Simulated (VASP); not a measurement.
The system is Co.

```
Co
1.0
    -1.36323    1.36323    1.36323
     1.36323   -1.36323    1.36323
     1.36323    1.36323   -1.36323
Co
1
Direct
  0.00000 0.00000 0.00000
```

Base run:

- Program: VASP 6.6.1
- Functional: PBEsol
- Potentials or basis: VASP PAW PBE potentials, release 64 (Co)
- Cutoff: 520 eV
- k mesh: 16 × 16 × 16
- Occupations: fermi-dirac, width 0.1 eV
- Spin: no spin polarisation

Its results: pressure -1.0 GPa.

Task: The run is repeated on the same cell with these changes: potentials or basis from VASP PAW PBE potentials, release 64 (Co) to VASP PAW PBE potentials, release 64 (Co_sv); cutoff from 520 eV to 600 eV; further incar settings from ALGO = Normal; EDIFF = 1e-06; NBANDS = 10 to ALGO = Normal; EDIFF = 1e-06; NBANDS = 14; valence electrons from 9 to 17. What comes out?

Result: Pressure -3.7 GPa.

Caveats: the PAW data sets were made with another functional, which shifts forces and pressure a little; the run has no spin polarisation, though such a crystal can be magnetic.
